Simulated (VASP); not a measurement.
Set up this calculation in VASP 6.6.1, as the native input.

```yaml
Task: single point
Functional: PBE
Potentials_or_basis: VASP PAW PBE potentials, release 64 (Zn, Se)
Cutoff: 520 eV
k_mesh: 6 × 6 × 4
Occupations: fermi-dirac, width 0.02 eV
Spin: no spin polarisation
Dipole_correction: no
Further_INCAR_settings: ALGO = Normal; EDIFF = 1e-06; NBANDS = 26
```

The structure of ZnSe lies in POSCAR:

```
ZnSe
1.0
    3.7796032577      0.0000000000      0.0000000000
   -1.8898016288      3.2732324374      0.0000000000
    0.0000000000      0.0000000000      6.1204055548
Zn Se
2 2
Direct
    0.0000000000      0.0000000000      0.0000000000
    0.0000000000      0.0000000000      0.5000000000
    0.3333333333      0.6666666667      0.2500000000
    0.6666666667      0.3333333333      0.7500000000
```

This cell differs from its parent crystal: volume changed by -3%.

These files were run (other wordings do the same):

INCAR

```
SYSTEM = ZnSe
ALGO = Normal ; EDIFF = 1E-6
ENCUT = 520 ; GGA = PE
ISIF = 2 ; ISMEAR = -1
LASPH = .True. ; LCHARG = .True.
LELF = .True. ; LREAL = .False.
LVHAR = .True. ; LWAVE = .False.
NBANDS = 26 ; NELM = 80
PREC = Accurate ; SIGMA = 0.02
```

KPOINTS

```
k-points
0
Gamma
  6 6 4
  0 0 0
```

Potentials or basis: VASP PAW PBE potentials, release 64 (Zn, Se).

Launch:

```console
$ cat potpaw_PBE.64/Zn/POTCAR potpaw_PBE.64/Se/POTCAR > POTCAR
$ mpirun -np 1 vasp_std > vasp.out
```

It gave:

```yaml
Pressure: 2.5 GPa
Band_gap_on_the_k_mesh: zero (band 18 reaches 3.35 eV, above the bottom of band 19 at 2.92 eV)
```

Wall time 30 s on 1 thread of Intel(R) Xeon(R) Platinum 8259CL CPU @ 2.50GHz (Skylake/Cascade Lake), with other jobs on the host, peak memory 0.2 GiB.
